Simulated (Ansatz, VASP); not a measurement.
SnO2: VASP beside Ansatz

```
CELL_PARAMETERS angstrom
-4.82719 4.82719 0.00000
-4.82719 -4.82719 0.00000
4.82719 0.00000 6.47630
ATOMIC_POSITIONS crystal
Sn 0.62500 0.12500 0.25000
Sn 0.87500 0.37500 0.75000
Sn 0.12500 0.62500 0.25000
Sn 0.37500 0.87500 0.75000
Sn 0.50000 0.50000 0.00000
Sn 0.75000 0.75000 0.50000
Sn 0.00000 0.00000 0.00000
Sn 0.25000 0.25000 0.50000
O 0.93158 0.12500 0.25000
O 0.18158 0.37500 0.75000
O 0.43158 0.62500 0.25000
O 0.68158 0.87500 0.75000
O 0.31842 0.12500 0.25000
O 0.56842 0.37500 0.75000
O 0.81842 0.62500 0.25000
O 0.06842 0.87500 0.75000
O 0.50000 0.19342 0.00000
O 0.75000 0.44342 0.50000
O 0.00000 0.69342 0.00000
O 0.25000 0.94342 0.50000
O 0.50000 0.80658 0.00000
O 0.75000 0.05658 0.50000
O 0.00000 0.30658 0.00000
O 0.25000 0.55658 0.50000
```

Alike in both runs: task single point; functional PBE; k mesh 3 × 3 × 3; occupations gaussian, width 0.02 eV; no spin polarisation.

|  | VASP | Ansatz |
| --- | --- | --- |
| version | VASP 6.6.1 | Ansatz 0.2.0 |
| potentials or method | VASP PAW PBE potentials, release 64 (Sn_d, O), cutoff 520 eV | scalar-relativistic, plane waves, PAW |
| valence electrons in the cell | 208 | 208 |

```csv
,VASP,Ansatz,Ansatz less VASP
gap on the k mesh at the Fermi level (eV),0.67,0.68,+0.012
least direct gap on the mesh (eV),0.67,0.68,+0.012
pressure (GPa),0.6,0.0,-0.59
"traceless stress, the component that is largest in VASP (GPa)",0.15,-0.02,-0.171
rms of the force components (eV/Å),0.008,0.000,-0.0079
```

Atom by atom the forces differ by 0.008 eV/Å (rms over components).
